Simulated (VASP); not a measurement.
# Mg (Im-3m) in VASP: further runs, part 2 of 2

VASP 6.6.1. Earlier steps stand in the parts before.

## (4) Relaxation of cell and atoms, PBEsol, target pressure 30 GPa, at which the enthalpy is minimised

This run uses another cell than the first one, of 15.28 Å³/atom.

INCAR reads:

```
PREC = Accurate
ENCUT = 600
EDIFF = 1E-6
ISMEAR = 0
SIGMA = 0.1
LREAL = F
LASPH = T
NELM = 100
ALGO = Normal
ISIF = 3
LWAVE = F
LCHARG = F
GGA = PS
IBRION = 2
NSW = 70
EDIFFG = -0.004
PSTRESS = 300.0
```

KPOINTS reads:

```
Automatic mesh
0
Gamma
  20 20 20
```

POSCAR reads:

```
Mg
1.0
   -1.5631337395      1.5631337395      1.5631337395
    1.5631337395     -1.5631337395      1.5631337395
    1.5631337395      1.5631337395     -1.5631337395
Mg
1
Direct
    0.0000000000      0.0000000000      0.0000000000
```

Potentials or basis: VASP PAW PBE potentials, release 64 (Mg).

Started as:

```bash
> cat potpaw_PBE.64/Mg/POTCAR > POTCAR
> mpirun -np 1 vasp_std > vasp.out
```

OUTCAR:

```text
PREC = Accurate
   ENCUT = 600
   EDIFF = 1E-6
   ISMEAR = 0
   LREAL = F
   LASPH = T
   NELM = 100
   ISIF = 3
   GGA = PS
   IBRION = 2
   NSW = 70
   EDIFFG = -0.004
   PSTRESS = 300.0

 ion  position               nearest neighbor table
   1  0.000  0.000  0.000-

  LATTYP: Found a body centered cubic cell.
 ALAT       =     3.1262674790

  Lattice vectors:

 A1 = (  -1.5631337395,   1.5631337395,   1.5631337395)
 A2 = (   1.5631337395,  -1.5631337395,   1.5631337395)
 A3 = (   1.5631337395,   1.5631337395,  -1.5631337395)

Analysis of symmetry for initial positions (statically):
=====================================================================
 Subroutine PRICEL returns:
 Original cell was already a primitive cell.

 Routine SETGRP: Setting up the symmetry group for a
 body centered cubic supercell.

 Subroutine GETGRP returns: Found 48 space group operations
 (whereof 48 operations were pure point group operations)
 out of a pool of 48 trial point group operations.

The static configuration has the point symmetry O_h .

Analysis of symmetry for dynamics (positions and initial velocities):
=====================================================================
 Subroutine PRICEL returns:
 Original cell was already a primitive cell.

 Routine SETGRP: Setting up the symmetry group for a
 body centered cubic supercell.

 Subroutine GETGRP returns: Found 48 space group operations
 (whereof 48 operations were pure point group operations)
 out of a pool of 48 trial point group operations.

The dynamic configuration has the point symmetry O_h .

 Subroutine INISYM returns: Found 48 space group operations
 (whereof 48 operations are pure point group operations),
 and found     1 'primitive' translations

[... 117 lines left out ...]
   GGA     = PS    functional components
   LHFCALC =     F    Hartree Fock is set to
   AEXX    =    0.0000 exact exchange contribution
   IVDW    =     0    specifies the selected vdW correction
   LEPSILON=     F    determine dielectric tensor
   LRPA    =     F    only Hartree local field effects (RPA)
 conjugate gradient relaxation of ions
 non-spin polarized calculation
 Gauss-broadening in eV      SIGMA  =   0.10
  energy-cutoff  :      600.00
  volume of cell :       15.28
 maximum number of plane-waves:       532
 NGX is ok and might be reduce to    24
   NGX = 11   NGY = 11   NGZ = 11

--------------------------------------- Ionic step        1  -------------------------------------------

 number of electron       2.0000000 magnetization

 Free energy of the ion-electron system (eV)
  ---------------------------------------------------
  ext. energy  EPLUGINS =         0.00000000
  ---------------------------------------------------
  free energy    TOTEN  =        -1.20139812 eV

  energy without entropy =       -1.20048019  energy(sigma->0) =       -1.20093916

------------------------ aborting loop because EDIFF is reached ----------------------------------------

  FORCE on cell =-STRESS in cart. coord.  units (eV):
  Direction    XX          YY          ZZ          XY          YZ          ZX
  --------------------------------------------------------------------------------------
  -------------------------------------------------------------------------------------
  Total        2.9086930      2.9086930      2.9086930      0.0000000      0.0000000     -0.0000000
  in kB      305.0422993    305.0422993    305.0422993      0.0000000      0.0000000     -0.0000000
  external PRESSURE =       5.0422993 kB  Pullay stress =     300.0000000 kB
[... 61 lines left out ...]
--------------------------------------- Ionic step        3  -------------------------------------------

 number of electron       2.0000000 magnetization

 Free energy of the ion-electron system (eV)
  ---------------------------------------------------
  ext. energy  EPLUGINS =         0.00000000
  ---------------------------------------------------
  free energy    TOTEN  =        -1.21199046 eV

  energy without entropy =       -1.21106650  energy(sigma->0) =       -1.21152848

 E-fermi :   5.1796     XC(G=0):  -9.9087

 val. band max:        5.1287637522   @ k =   0.3000   0.2000   0.2000
 cond. band min:       5.1953398039   @ k =   0.3000   0.2500   0.1500
 fundamental gap:      0.0665760517
 Fermi energy:         5.1795885406

 k-point     1 :       0.0000    0.0000    0.0000
  band No.  band energies     occupation
      1      -3.7696      2.00000
      2      21.0741      0.00000
      3      21.0741      0.00000
      4      21.0741      0.00000
      5      23.5904      0.00000
[... 177 lines left out ...]
 k-point    24 :       0.2500    0.1000    0.0000
  band No.  band energies     occupation
      1      -0.8237      2.00000
      2      10.3553      0.00000
      3      14.4030      0.00000
      4      18.1561      0.00000
      5      20.3265      0.00000

 [... further k-points ...]

------------------------ aborting loop because EDIFF is reached ----------------------------------------

  FORCE on cell =-STRESS in cart. coord.  units (eV):
  Direction    XX          YY          ZZ          XY          YZ          ZX
  --------------------------------------------------------------------------------------
  -------------------------------------------------------------------------------------
  Total        2.8709230      2.8709230      2.8709230     -0.0000000     -0.0000000      0.0000000
  in kB      299.9795485    299.9795485    299.9795485     -0.0000000     -0.0000000      0.0000000
  external PRESSURE =      -0.0204515 kB  Pullay stress =     300.0000000 kB
[... 20 lines left out ...]
  energy  without entropy=       -1.2110665027  energy(sigma->0) =       -1.21152848

  enthalpy is  TOTEN    =         1.6591282814 eV   P V=        2.8711187421

 reached required accuracy - stopping structural energy minimisation
```

OSZICAR:

```text
N       E                     dE             d eps       ncg     rms          rms(c)
DAV:   1     0.187285127483E+00    0.18729E+00   -0.96313E+02  2830   0.323E+02
DAV:   2    -0.121706649980E+01   -0.14044E+01   -0.13047E+01  3340   0.215E+01
DAV:   3    -0.122421804556E+01   -0.71515E-02   -0.71499E-02  3470   0.178E+00
DAV:   4    -0.122423323594E+01   -0.15190E-04   -0.15190E-04  3540   0.585E-02
[... 10 lines left out ...]
DAV:   3    -0.122136414821E+01    0.32386E-05   -0.20006E-07  2310   0.421E-03    0.280E-04
DAV:   4    -0.122136421028E+01   -0.62066E-07   -0.86964E-09  1420   0.593E-04
   2 F= 0.16592005E+01 E0= 0.16596653E+01  d E =-.141577E-04
       N       E                     dE             d eps       ncg     rms          rms(c)
DAV:   1    -0.121199065712E+01    0.93735E-02   -0.16390E-04  2750   0.845E-02    0.397E-03
DAV:   2    -0.121199046076E+01    0.19636E-06   -0.66981E-07  3010   0.749E-03
   3 F= 0.16591283E+01 E0= 0.16595903E+01  d E =-.863821E-04
```

It took 17 s on 1 thread of Intel Xeon 8259CL, shared host; peak memory 0.17 GiB.

What came out:

```yaml
Free_energy: -1.2120 eV
Relaxed_volume: 15.33 Å³/atom
Relaxed_cell: a = 2.711 Å, b = 2.711 Å, c = 2.711 Å, α = 109.47°, β = 109.47°, γ = 109.47°
Space_group_after_relaxing_to_0.1_Å: Im-3m (No. 229)
Energy_change_on_relaxing_the_run_minimises_the_enthalpy: -10.6 meV/atom
Ionic_steps: 3
Pressure_after_relaxing: 30.0 GPa
Band_gap_on_the_k_mesh: zero (bands 1 and 2 overlap by 4.90 eV)
```

Step by step:
| step | energy change (eV) | largest force (eV/Å) | pressure (GPa) | volume (Å³) |
| --- | --- | --- | --- | --- |
| 1 | 0.0000 | 0.0000 | 30.50 | 15.28 |
| 2 | -0.0200 | 0.0000 | 29.55 | 15.38 |
| 3 | -0.0106 | 0.0000 | 30.00 | 15.33 |

Final structure:
```
Mg
1.0
    -1.56505    1.56505    1.56505
     1.56505   -1.56505    1.56505
     1.56505    1.56505   -1.56505
Mg
1
Direct
  0.00000 0.00000 0.00000
```

Caveat: the cell is relaxed towards a set pressure, so the run minimises the enthalpy, not the energy; the PAW data sets were made with another functional, which shifts forces and pressure a little.

## (5) Summary

```tsv
cell	gap on the mesh (eV)	pressure (GPa)
relaxed to 30 GPa from a = 2.599 Å, angles 109.5°, 1 atom	none	30.0
relaxed to 75 GPa from a = 2.599 Å, angles 109.5°, 1 atom	none	75.0
relaxed to 30 GPa from a = 2.707 Å, angles 109.5°, 1 atom	none	30.0
```

Alike in all rows: task relaxation of cell and atoms; level PBEsol; potentials or basis VASP PAW PBE potentials, release 64 (Mg); no spin polarisation; k mesh 20 × 20 × 20; cutoff (eV) 600; smearing gaussian 0.1 eV.

Caveats: the cell is relaxed towards a set pressure, so the run minimises the enthalpy, not the energy; the PAW data sets were made with another functional, which shifts forces and pressure a little.

Total energies depend on the potentials used, so only differences within one code and one set of settings carry meaning.

The gap in the log of VASP goes by the Fermi energy; the results here count the filled bands.